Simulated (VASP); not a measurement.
# Cd (P6_3/mmc) in VASP: further runs

Cd is run at these levels: PBE, B3LYP+D3(BJ), PBE0; tasks: single point.

Program: VASP 6.6.1. These are calculated values, not measurements. Logs are shortened: lines on timing, memory, paths and dates and some standing lists are left out, and cuts for length are marked.

**1. The cell of the first run**

The structure is hexagonal, space group P6_3/mmc (No. 194). The conventional cell has a = 2.979 Å, b = 2.979 Å, c = 5.618 Å, α = 90.00°, β = 90.00°, γ = 120.00°. Within 3.9 Å of Cd (site symmetry -6m2) lie 12 Cd at 2.98 to 3.29 Å.

**2. Single point, PBE**

Input file INCAR:

```
SYSTEM = Cd
  PREC = Accurate
  ENCUT = 520
  EDIFF = 1E-6
  ISMEAR = -1
  SIGMA = 0.05
  LREAL = .False.
  LASPH = .True.
  NELM = 100
  ALGO = Fast
  ISIF = 2
  LWAVE = .False.
  LCHARG = .False.
  GGA = PE
  NBANDS = 19
```

Input file KPOINTS:

```
Automatic mesh
0
Gamma
  12 12 6
  0 0 0
```

Input file POSCAR:

```
Cd
1.0
    2.9788700000      0.0000000000      0.0000000000
   -1.4894350000      2.5797770946      0.0000000000
    0.0000000000      0.0000000000      5.6176500000
Cd
2
Direct
    0.6666666667      0.3333333333      0.7500000000
    0.3333333333      0.6666666667      0.2500000000
```

Potentials or basis: VASP PAW PBE potentials, release 64 (Cd).

Run with:

```console
$ cat potpaw_PBE.64/Cd/POTCAR > POTCAR
$ mpirun -np 1 vasp_std > vasp.out
```

OUTCAR:

```text
SYSTEM = Cd
   PREC = Accurate
   ENCUT = 520
   EDIFF = 1E-6
   ISMEAR = -1
   LREAL = .False.
   LASPH = .True.
   NELM = 100
   ISIF = 2
   GGA = PE

 ion  position               nearest neighbor table
   1  0.667  0.333  0.750-   2 3.29   2 3.29   2 3.29   2 3.29   2 3.29   2 3.29
   2  0.333  0.667  0.250-   1 3.29   1 3.29   1 3.29   1 3.29   1 3.29   1 3.29

  LATTYP: Found a hexagonal cell.
 ALAT       =     2.9788700000
 C/A-ratio  =     1.8858325472

  Lattice vectors:

 A1 = (   2.9788700000,   0.0000000000,   0.0000000000)
 A2 = (  -1.4894350000,   2.5797770946,   0.0000000000)
 A3 = (   0.0000000000,   0.0000000000,   5.6176500000)

Analysis of symmetry for initial positions (statically):
=====================================================================
 Subroutine PRICEL returns:
 Original cell was already a primitive cell.

 Routine SETGRP: Setting up the symmetry group for a
 hexagonal supercell.

 Subroutine GETGRP returns: Found 24 space group operations
 (whereof 12 operations were pure point group operations)
 out of a pool of 24 trial point group operations.

The static configuration has the point symmetry D_3d.
 The point group associated with its full space group is D_6h.

Analysis of symmetry for dynamics (positions and initial velocities):
=====================================================================
 Subroutine PRICEL returns:
 Original cell was already a primitive cell.

 Routine SETGRP: Setting up the symmetry group for a
 hexagonal supercell.

 Subroutine GETGRP returns: Found 24 space group operations
 (whereof 12 operations were pure point group operations)
 out of a pool of 24 trial point group operations.

The dynamic configuration has the point symmetry D_3d.
 The point group associated with its full space group is D_6h.

 Subroutine INISYM returns: Found 24 space group operations
 (whereof 12 operations are pure point group operations),
 and found     1 'primitive' translations

----------------------------------------------------------------------------------------

                                     Primitive cell

  volume of cell :      43.1706

  direct lattice vectors                    reciprocal lattice vectors
     2.978870000  0.000000000  0.000000000     0.335697765  0.193815195  0.000000000
    -1.489435000  2.579777095  0.000000000     0.000000000  0.387630389  0.000000000
     0.000000000  0.000000000  5.617650000     0.000000000  0.000000000  0.178010378

  length of vectors
     2.978870000  2.978870000  5.617650000     0.387630390  0.387630389  0.178010378

  position of ions in fractional coordinates (direct lattice)
     0.666666667  0.333333333  0.750000000
     0.333333333  0.666666667  0.250000000

  ion indices of the primitive-cell ions
   primitive index   ion index
                 1           1
                 2           2

----------------------------------------------------------------------------------------

 KPOINTS: Automatic mesh

Automatic generation of k-mesh.
 Grid dimensions read from file:
 generate k-points for:   12   12    6

 Generating k-lattice:

  Cartesian coordinates                     Fractional coordinates (reciprocal lattice)
     0.027974814  0.016151266  0.000000000     0.083333333  0.000000000  0.000000000
     0.000000000  0.032302532  0.000000000     0.000000000  0.083333333  0.000000000
     0.000000000  0.000000000  0.029668396     0.000000000  0.000000000  0.166666667

  Length of vectors
     0.032302532  0.032302532  0.029668396

  Shift w.r.t. Gamma in fractional coordinates (k-lattice)
     0.000000000  0.000000000  0.000000000

 Subroutine IBZKPT returns following result:
 ===========================================

 Found     76 irreducible k-points:

 Following reciprocal coordinates:
            Coordinates               Weight
  0.000000  0.000000  0.000000      1.000000
  0.083333  0.000000  0.000000      6.000000
  0.166667  0.000000  0.000000      6.000000
  0.250000 -0.000000  0.000000      6.000000
  0.333333  0.000000  0.000000      6.000000
  0.416667  0.000000  0.000000      6.000000
[... 16 lines left out ...]
  0.250000 -0.000000  0.166667     12.000000
  0.333333  0.000000  0.166667     12.000000
 [... further k-points ...]
   k-points           NKPTS =     76   k-points in BZ     NKDIM =     76   number of bands    NBANDS=     19
   number of dos      NEDOS =    301   number of ions     NIONS =      2
   total plane-waves  NPLWV =  24192
   dimension x,y,z NGX =    24 NGY =   24 NGZ =   42
   dimension x,y,z NGXF=    48 NGYF=   48 NGZF=   84
   ions per type =               2
   NGX,Y,Z   is equivalent  to a cutoff of  13.39, 13.39, 12.43 a.u.
   NGXF,Y,Z  is equivalent  to a cutoff of  26.79, 26.79, 24.86 a.u.
 SYSTEM =  Cd
   PREC   = accura    normal or accurate (medium, high low for compatibility)
   ISTART =      0    job   : 0-new  1-cont  2-samecut
   ICHARG =      2    charge: 1-file 2-atom 10-const
   ISPIN  =      1    spin polarized calculation?
   LNONCOLLINEAR =      F non collinear calculations
   LSORBIT =      F    spin-orbit coupling
   LASPH  =      T    aspherical Exc in radial PAW
   ENCUT  =  520.0 eV  38.22 Ry    6.18 a.u.   5.54  5.54 10.45*2*pi/ulx,y,z
   NELM   =    100;   NELMIN=  2; NELMDL= -5     # of ELM steps
   EDIFF  = 0.1E-05   stopping-criterion for ELM
   LREAL  =      F    real-space projection
   EDIFFG = 0.1E-04   stopping-criterion for IOM
   NSW    =      0    number of steps for IOM
   IBRION =     -1    ionic relax: 0-MD 1-quasi-New 2-CG
   NFREE  =      0    steps in history (QN), initial steepest desc. (CG)
   ISIF   =      2    stress and relaxation
   ISYM   =      2    0-nonsym 1-usesym 2-fastsym
   POTIM  = 0.5000    time-step for ionic-motion
   TEBEG  =    0.0;   TEEND  =   0.0 temperature during run
   PSTRESS=    0.0 pullay stress
   NELECT =      24.0000    total number of electrons
   NUPDOWN=      -1.0000    fix difference up-down
   EMIN   =  10.00;   EMAX   =-10.00  energy-range for DOS
   EFERMI =   0.00;   METHOD = LEGACY
   ISMEAR =    -1;   SIGMA  =   0.05  broadening in eV -4-tet -1-fermi 0-gaus
   EFERMI_NEDOS =   21; number of points for ismear=-14 and -15
   IALGO  =     68    algorithm
   IMIX   =      4    mixing-type and parameters
     AMIX     =   0.40;   BMIX     =  1.00
     AMIX_MAG =   1.60;   BMIX_MAG =  1.00
  volume/ion in A,a.u.               =      21.59       145.66
  Fermi-wavevector in a.u.,A,eV,Ry     =   1.346116  2.543790 24.654136  1.812028
  Thomas-Fermi vector in A             =   2.473974
   LORBIT       =      0    0 simple, 1 ext, 2 COOP (PROOUT), +10 PAW based schemes
   GGA     = PE    functional components
   LHFCALC =     F    Hartree Fock is set to
   AEXX    =    0.0000 exact exchange contribution
   IVDW    =     0    specifies the selected vdW correction
   LEPSILON=     F    determine dielectric tensor
   LRPA    =     F    only Hartree local field effects (RPA)
 non-spin polarized calculation
 RMM-DIIS sequential band-by-band and
  energy-cutoff  :      520.00
  volume of cell :       43.17
 maximum number of plane-waves:      1191
 NGX is ok and might be reduce to    24
   NGX = 11   NGY = 11   NGZ = 21

 number of electron      23.9999993 magnetization

 Free energy of the ion-electron system (eV)
  ---------------------------------------------------
  ext. energy  EPLUGINS =         0.00000000
  ---------------------------------------------------
  free energy    TOTEN  =        -1.46711871 eV

  energy without entropy =       -1.46366740  energy(sigma->0) =       -1.46539306

 E-fermi :   3.0858     XC(G=0): -11.0326

 val. band max:        3.0630860771   @ k =   0.5000  -0.0000   0.5000
 cond. band min:       3.1452432936   @ k =   0.3333   0.3333   0.1667
 fundamental gap:      0.0821572165
 Fermi energy:         3.0858463938

 k-point     1 :       0.0000    0.0000    0.0000
  band No.  band energies     occupation
      1      -6.9149      2.00000
      2      -6.6486      2.00000
      3      -6.2860      2.00000
      4      -6.2860      2.00000
      5      -6.2350      2.00000
      6      -6.2350      2.00000
[... 11 lines left out ...]
     18      17.8645      0.00000
     19      18.7075      0.00000

 k-point     2 :       0.0833    0.0000    0.0000
  band No.  band energies     occupation
      1      -6.8447      2.00000
      2      -6.5857      2.00000
      3      -6.3108      2.00000
      4      -6.2591      2.00000
      5      -6.2221      2.00000
      6      -6.1733      2.00000
[... 11 lines left out ...]
     18      17.8251      0.00000
     19      19.1649      0.00000

 k-point     3 :       0.1667    0.0000    0.0000
  band No.  band energies     occupation
      1      -6.7265      2.00000
      2      -6.4909      2.00000
      3      -6.3810      2.00000
      4      -6.2321      2.00000
      5      -6.0436      2.00000
      6      -6.0015      2.00000
[... 11 lines left out ...]
     18      16.8289      0.00000
     19      17.0483      0.00000

 k-point     4 :       0.2500   -0.0000    0.0000
  band No.  band energies     occupation
      1      -6.7834      2.00000
      2      -6.5655      2.00000
      3      -6.2691      2.00000
      4      -6.2490      2.00000
      5      -6.0445      2.00000
      6      -5.9520      2.00000
[... 407 lines left out ...]
     18      16.7455      0.00000
     19      18.5139      0.00000

 k-point    23 :       0.2500   -0.0000    0.1667
  band No.  band energies     occupation
      1      -6.7685      2.00000
      2      -6.5787      2.00000
      3      -6.3625      2.00000
      4      -6.1685      2.00000
      5      -6.1076      2.00000
      6      -5.9018      2.00000
[... 11 lines left out ...]
     18      16.1048      0.00000
     19      16.3891      0.00000

 k-point    24 :       0.3333    0.0000    0.1667
  band No.  band energies     occupation
      1      -6.9004      2.00000
      2      -6.7294      2.00000
      3      -6.5167      2.00000
      4      -6.2165      2.00000
      5      -6.0064      2.00000
      6      -5.9525      2.00000
[... 11 lines left out ...]
     18      15.6196      0.00000
     19      16.0163      0.00000

 [... further k-points ...]

------------------------ aborting loop because EDIFF is reached ----------------------------------------

  FORCE on cell =-STRESS in cart. coord.  units (eV):
  Direction    XX          YY          ZZ          XY          YZ          ZX
  --------------------------------------------------------------------------------------
  -------------------------------------------------------------------------------------
  Total        0.7694758      0.7694758      1.1548954      0.0000000      0.0000000      0.0000000
  in kB       28.5573005     28.5573005     42.8612477      0.0000000      0.0000000      0.0000000
  external PRESSURE =      33.3252829 kB  Pullay stress =       0.0000000 kB

 VOLUME and BASIS-vectors are now :
 -----------------------------------------------------------------------------
  energy-cutoff  :      520.00
  volume of cell :       43.17
      direct lattice vectors                 reciprocal lattice vectors
     2.978870000  0.000000000  0.000000000     0.335697765  0.193815195  0.000000000
    -1.489435000  2.579777095  0.000000000     0.000000000  0.387630389  0.000000000
     0.000000000  0.000000000  5.617650000     0.000000000  0.000000000  0.178010378

 POSITION                                       TOTAL-FORCE (eV/Angst)
 -----------------------------------------------------------------------------------
      1.48944      0.85993      4.21324         0.000000     -0.000000      0.000000
     -0.00000      1.71985      1.40441        -0.000000      0.000000      0.000000
 -----------------------------------------------------------------------------------
    total drift:                               -0.000000      0.000000      0.000000

  FREE ENERGIE OF THE ION-ELECTRON SYSTEM (eV)
  ---------------------------------------------------
  free  energy   TOTEN  =        -1.4671187089 eV

  energy  without entropy=       -1.4636674014  energy(sigma->0) =       -1.46539306
```

Wall time 71 s (1 thread of Oxide Virtual Turin-like, shared host); peak memory 0.16 GiB.

Results:

- Free energy: -1.4671 eV
- Pressure: 3.3 GPa
- Band gap on the k mesh: zero (bands 12 and 13 overlap by 4.07 eV)

Stress tensor (GPa, compression positive):
```
2.86 0.00 0.00
0.00 2.86 0.00
0.00 0.00 4.29
```

Levels at points of the mesh, in eV from the Fermi level:
```tsv
k point	band 8	band 9	band 10	band 11	band 12	band 13	band 14	band 15	band 16	band 17
(0.00, 0.00, 0.00)	-8.85	-8.85	-8.60	-8.60	-3.15	-3.14	10.46	14.35	14.77	14.78
(0.50, 0.00, 0.00)	-8.63	-8.33	-8.31	-2.45	-1.95	1.88	2.93	3.08	5.14	8.28
(0.00, 0.00, 0.50)	-8.71	-8.71	-8.71	-7.48	-7.48	3.61	3.61	14.68	14.68	15.72
(0.50, 0.00, 0.50)	-8.61	-8.32	-8.32	-1.64	-1.64	-0.02	-0.02	7.99	7.99	9.91
```

Caveat: the cell stands under pressure.

**3. Single point, PBE**

Input file INCAR:

```
SYSTEM = Cd
  PREC = Accurate
  ENCUT = 520
  EDIFF = 1E-7
  ISMEAR = -1
  SIGMA = 0.05
  LREAL = .FALSE.
  LASPH = .TRUE.
  NELM = 60
  ALGO = Normal
  ISIF = 2
  LWAVE = .FALSE.
  LCHARG = .FALSE.
  GGA = PE
  NBANDS = 19
```

Input file KPOINTS:

```
Automatic mesh
0
G
  14 14 7
  0 0 0
```

POSCAR is that of step 2.

Potentials or basis: VASP PAW PBE potentials, release 64 (Cd).

Run with:

```console
$ cat potpaw_PBE.64/Cd/POTCAR > POTCAR
$ mpirun -np 1 vasp_std > vasp.out
```

Run time: 55 s. Hardware: 1 thread of Oxide Virtual Turin-like, shared host; peak memory 0.16 GiB.

The run converged. Its results:

| Property | Result |
| --- | --- |
| Free energy | -1.4604 eV |
| Pressure | 3.3 GPa |
| Band gap on the k mesh | zero (bands 12 and 13 overlap by 4.34 eV) |

Stress tensor (GPa, compression positive):
```
3.89 0.00 0.00
0.00 3.89 0.00
0.00 0.00 2.25
```

Levels at points of the mesh, in eV from the Fermi level:
```tsv
k point	band 9	band 10	band 11	band 12	band 13	band 14	band 15	band 16
(0.00, 0.00, 0.00)	-8.78	-8.52	-8.52	-3.08	-3.06	10.53	14.43	14.85
(0.50, 0.00, 0.00)	-8.26	-8.24	-2.37	-1.88	1.96	3.00	3.15	5.21
```

Caveat: the cell stands under pressure.

**4. Single point, PBE**

Input file INCAR:

```
PREC = Accurate
ENCUT = 520
EDIFF = 1E-6
ISMEAR = -1
SIGMA = 0.05
LREAL = False
LASPH = True
NELM = 100
ALGO = Fast
ISIF = 2
LWAVE = False
LCHARG = False
GGA = PE
NBANDS = 19
```

Input file KPOINTS:

```
regular mesh
0
Gamma
  17 17 8
```

POSCAR is that of step 3.

Run with:

```console
$ cat potpaw_PBE.64/Cd/POTCAR > POTCAR
$ mpirun -np 1 vasp_std > vasp.out
```

It took 1.7 min on 1 thread of Oxide Virtual Turin-like, shared host; peak memory 0.2 GiB.

It converged, with:

```yaml
Free_energy: -1.4638 eV
Pressure: 3.3 GPa
Band_gap_on_the_k_mesh: zero (bands 12 and 13 overlap by 4.39 eV)
```

Stress tensor (GPa, compression positive):
```
3.79 0.00 0.00
0.00 3.79 0.00
0.00 0.00 2.42
```

Levels at points of the mesh, in eV from the Fermi level:
| k point | band 10 | band 11 | band 12 | band 13 | band 14 | band 15 |
| --- | --- | --- | --- | --- | --- | --- |
| (0.00, 0.00, 0.00) | -8.53 | -8.53 | -3.09 | -3.07 | 10.52 | 14.42 |
| (0.00, 0.00, 0.50) | -8.64 | -7.42 | -7.42 | 3.67 | 3.67 | 14.74 |

Caveat: the cell stands under pressure.

**5. Single point, B3LYP+D3(BJ)**

POSCAR is that of step 4.

Input file INCAR.step1:

```
  ALGO = Normal
  EDIFF = 1E-5
  ENCUT = 520
  GGA = PE
  ISIF = 2
  ISMEAR = 0
  LASPH = True
  LCHARG = False
  LREAL = False
  LWAVE = True
  NBANDS = 19
  NELM = 80
  PREC = Accurate
  SIGMA = 0.1
```

Input file INCAR.step2:

```
  AEXX = 0.2
  AGGAC = 0.81
  AGGAX = 0.72
  ALDAC = 0.19
  ALGO = Normal
  EDIFF = 1E-6
  ENCUT = 520
  GGA = B3
  ISIF = 2
  ISMEAR = 0
  ISTART = 1
  IVDW = 12
  LASPH = True
  LCHARG = False
  LHFCALC = True
  LREAL = False
  LWAVE = False
  NBANDS = 19
  NELM = 80
  PREC = Accurate
  PRECFOCK = Normal
  SIGMA = 0.1
```

Input file KPOINTS:

```
k-points
0
Gamma
  5 5 3
```

Potentials or basis: VASP PAW PBE potentials, release 64 (Cd).

Run with:

```console
$ cat potpaw_PBE.64/Cd/POTCAR > POTCAR
$ cp INCAR.step1 INCAR
$ mpirun -np 1 vasp_std > vasp.out
$ cp INCAR.step2 INCAR
$ mpirun -np 1 vasp_std > vasp.out
```

OUTCAR:

```text
AEXX = 0.2
   EDIFF = 1E-6
   ENCUT = 520
   GGA = B3
   ISIF = 2
   ISMEAR = 0
   ISTART = 1
   IVDW = 12
   LASPH = True
   LHFCALC = True
   LREAL = False
   NELM = 80
   PREC = Accurate
   PRECFOCK = Normal
 IVDW          = 12

 ion  position               nearest neighbor table
   1  0.667  0.333  0.750-   2 3.29   2 3.29   2 3.29   2 3.29   2 3.29   2 3.29
   2  0.333  0.667  0.250-   1 3.29   1 3.29   1 3.29   1 3.29   1 3.29   1 3.29

  LATTYP: Found a hexagonal cell.
 ALAT       =     2.9788700000
 C/A-ratio  =     1.8858325472
[... 405 lines left out ...]

 Edisp (eV)   -1.75346

 E8    (eV) :    -1.2020

  FORCE on cell =-STRESS in cart. coord.  units (eV):
  Direction    XX          YY          ZZ          XY          YZ          ZX
  --------------------------------------------------------------------------------------
  -------------------------------------------------------------------------------------
  Total       0.75689     0.75689    -1.76856    -0.00000     0.00000     0.00000
  in kB      28.09014    28.09014   -65.63588    -0.00000     0.00000     0.00000
  external pressure =       -3.15 kB  Pullay stress =        0.00 kB

 VOLUME and BASIS-vectors are now :
 -----------------------------------------------------------------------------
  energy-cutoff  :      520.00
  volume of cell :       43.17
      direct lattice vectors                 reciprocal lattice vectors
     2.978870000  0.000000000  0.000000000     0.335697765  0.193815195  0.000000000
    -1.489435000  2.579777095  0.000000000     0.000000000  0.387630389  0.000000000
     0.000000000  0.000000000  5.617650000     0.000000000  0.000000000  0.178010378

 POSITION                                       TOTAL-FORCE (eV/Angst)
 -----------------------------------------------------------------------------------
      1.48944      0.85993      4.21324         0.000000      0.000000     -0.000000
     -0.00000      1.71985      1.40441        -0.000000     -0.000000      0.000000
 -----------------------------------------------------------------------------------
    total drift:                               -0.000000      0.000000     -0.000000

  FREE ENERGIE OF THE ION-ELECTRON SYSTEM (eV)
  ---------------------------------------------------
  free  energy   TOTEN  =        -2.2973386469 eV

  energy  without entropy=       -2.2940268165  energy(sigma->0) =       -2.29568273
```

Run time: 12 min. Hardware: 1 thread of Oxide Virtual Turin-like, shared host; peak memory 0.14 GiB.

Results:

- Free energy: -2.2973 eV
- Pressure: -0.3 GPa
- Band gap on the k mesh: zero (bands 12 and 13 overlap by 3.65 eV)
- Dispersion energy per atom: -0.877 eV

Stress tensor (GPa, compression positive):
```
 2.81  0.00  0.00
 0.00  2.81  0.00
 0.00  0.00 -6.56
```

Caveat: the k points lie up to 0.49 Å⁻¹ apart, too coarse for converged energies and pressures of a metal; the PAW data sets were made with another functional, which shifts forces and pressure a little.

[end of part 1 of 2]
